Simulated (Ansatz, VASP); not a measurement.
**Two plane-wave programs on Ni**

```
Ni
1.0
     0.00000    1.75926    1.75926
     1.75926    0.00000    1.75926
     1.75926    1.75926    0.00000
Ni
1
Direct
  0.00000 0.00000 0.00000
```

Alike in both runs: functional PBE; k mesh 20 × 20 × 20; occupations gaussian, width 0.1 eV; collinear spin.

Ansatz relaxed the structure, and its values are those at the end. VASP's run is a single point on that final structure, the one shown.

|  | VASP | Ansatz |
| --- | --- | --- |
| version | VASP 6.6.1 | Ansatz 0.2.0 |
| potentials or method | VASP PAW PBE potentials, release 64 (Ni), cutoff 520 eV | scalar-relativistic, plane waves, PAW |
| valence electrons in the cell | 10 | 18 |

Ansatz gave:

- gap on the k mesh at the Fermi level (eV): none
- pressure (GPa): 0.0
- net moment per atom (μB): 0.64
- size of the moment on the site where the two differ most (μB): 0.68

Q: What did VASP give for the same quantities?

A: gap on the k mesh at the Fermi level (eV): none; pressure (GPa): 0.0; net moment per atom (μB): 0.63; size of the moment on the site where the two differ most (μB): 0.64.

Site moments also hang on the region over which each program counts them. A gap of «none» marks a metal or a gap that the smearing closes. The functional is the same, so the differences come from potentials, cutoffs and numerics. VASP's potentials hold 10 valence electrons a cell and Ansatz's 18, so a difference there can come from the potentials and not from the codes.
